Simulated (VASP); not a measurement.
The system is NaCl.

```
Cl Na
1.0
     3.50219    0.00000    0.00000
     0.00000    3.50219    0.00000
     0.00000    0.00000    3.50219
Cl Na
1 1
Direct
  0.50000 0.50000 0.50000
  0.00000 0.00000 0.00000
```

| Item | Value |
| --- | --- |
| Program | VASP 6.6.1 |
| Task | relaxation of cell and atoms |
| Functional | PBEsol |
| Dispersion | D4 |
| Potentials or basis | VASP PAW PBE potentials, release 64 (Cl, Na_pv) |
| Cutoff | 600 eV |
| k mesh | 8 × 8 × 8 |
| Occupations | fermi-dirac, width 0.05 eV |
| Spin | no spin polarisation |

At the start: pressure -1.6 GPa; volume 21.48 Å³/atom.

**Question.** Where does the relaxation end?

**Answer.** Over 3 steps the energy falls by 7.3 meV/atom and the volume is 20.25 Å³/atom (-5.7 %); space group Pm-3m (No. 221, to 0.1 Å) before and after.

Step by step:
| step | energy change (eV) | largest force (eV/Å) | pressure (GPa) | volume (Å³) |
| --- | --- | --- | --- | --- |
| 1 | 0.0000 | 0.0000 | -1.65 | 42.96 |
| 2 | -0.0109 | 0.0000 | -0.88 | 41.60 |
| 3 | -0.0146 | 0.0000 | -0.13 | 40.49 |

Final structure:
```xyz
2
Lattice="3.4339 0.0000 0.0000 0.0000 3.4339 0.0000 0.0000 0.0000 3.4339" Properties=species:S:1:pos:R:3 pbc="T T T"
Cl    1.7170    1.7170    1.7170
Na    0.0000    0.0000    0.0000
```

Caveat: the PAW data sets were made with another functional, which shifts forces and pressure a little.
